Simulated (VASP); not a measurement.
Runs of VASP 6.6.1 on Eu. The structure is cubic, space group Im-3m (No. 229). Conventional cell: a = 4.109 Å, b = 4.109 Å, c = 4.109 Å, α = 90.00°, β = 90.00°, γ = 90.00°. Eu (site symmetry m-3m) has 14 Eu at 3.56 to 4.11 Å within 4.7 Å. 

| smearing | gap on the mesh (eV) | pressure (GPa) | moment (μB) |
| --- | --- | --- | --- |
| gaussian 0.01 eV | none | -0.4 | 7.08 |
| gaussian 0.1 eV | none | -0.3 | (b) |
| methfessel-paxton 0.01 eV | none | (c) | 7.08 |
| gaussian 1 eV | none | 0.3 | 7.13 |
| gaussian 0.6 eV | none | -0.1 | (a) |
| gaussian 0.03 eV | none | -0.4 | 7.09 |
| gaussian 0.3 eV | none | -0.3 | 7.13 |
| fermi-dirac 0.6 eV | none | 0.7 | 6.79 |

Alike in all rows: task single point; level LDA; potentials or basis VASP PAW PBE potentials, release 64 (Eu); spin collinear, ferromagnetic start; cell as given; k mesh 11 × 11 × 11; cutoff (eV) 520.

Problem. Estimate the missing entries.

Solution. (a) 7.17; (b) 7.11; (c) -0.5.

Caveats: the PAW data sets were made with another functional, which shifts forces and pressure a little; spin-orbit coupling is left out, which moves the levels of the heavy elements; semilocal functionals describe open f shells poorly, which spoils levels, moments and volumes; so wide a smearing shifts energies and pressures (at least some runs).

A k mesh can miss the band edges, and the runs leave out spin-orbit coupling on Eu.

A gap of «none» marks levels without a gap at the run's occupations.
